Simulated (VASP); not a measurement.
Set up this calculation in VASP 6.6.1, as the native input.

```
Task                   : single point
Functional             : PBE
Potentials or basis    : VASP PAW PBE potentials, release 64 (Se)
Cutoff                 : 520 eV
k mesh                 : 8 × 8 × 11
Occupations            : fermi-dirac, width 0.05 eV
Spin                   : no spin polarisation
Dipole correction      : no
Further INCAR settings : ALGO = Normal; EDIFF = 1e-07; NBANDS = 16
```

The structure of Se lies in POSCAR:

```
Se
1.0
    4.9513493703      0.0000000000      0.0000000000
   -2.4756746851      4.2879943377      0.0000000000
    0.0000000000      0.0000000000      2.6620219323
Se
3
Direct
    0.0000000000      0.0000000000      0.0000000000
    0.3333333333      0.6666666667      0.5000000000
    0.6666666667      0.3333333333      0.5000000000
```

This isn't the form of Se at room conditions, which is trigonal, of chains.

One way to write it, as run:

INCAR

```
SYSTEM = Se
PREC = Accurate
ENCUT = 520
EDIFF = 1E-7
ISMEAR = -1
SIGMA = 0.05
LREAL = .False.
LASPH = .True.
NELM = 60
ALGO = Normal
ISIF = 2
LWAVE = .False.
LCHARG = .False.
GGA = PE
NBANDS = 16
```

KPOINTS

```
Automatic mesh
0
Gamma
  8 8 11
  0 0 0
```

Potentials or basis: VASP PAW PBE potentials, release 64 (Se).

Command:

```sh
$ cat potpaw_PBE.64/Se/POTCAR > POTCAR
$ mpirun -np 1 vasp_std > vasp.out
```

It gave:

- Pressure: 8.6 GPa
- Band gap on the k mesh: zero (bands 9 and 10 overlap by 5.36 eV)

Caveat: the cell stands under pressure.

Run time: 45 s on 1 thread of Intel Xeon 8259CL, with other jobs on the host, peak memory 0.2 GiB.
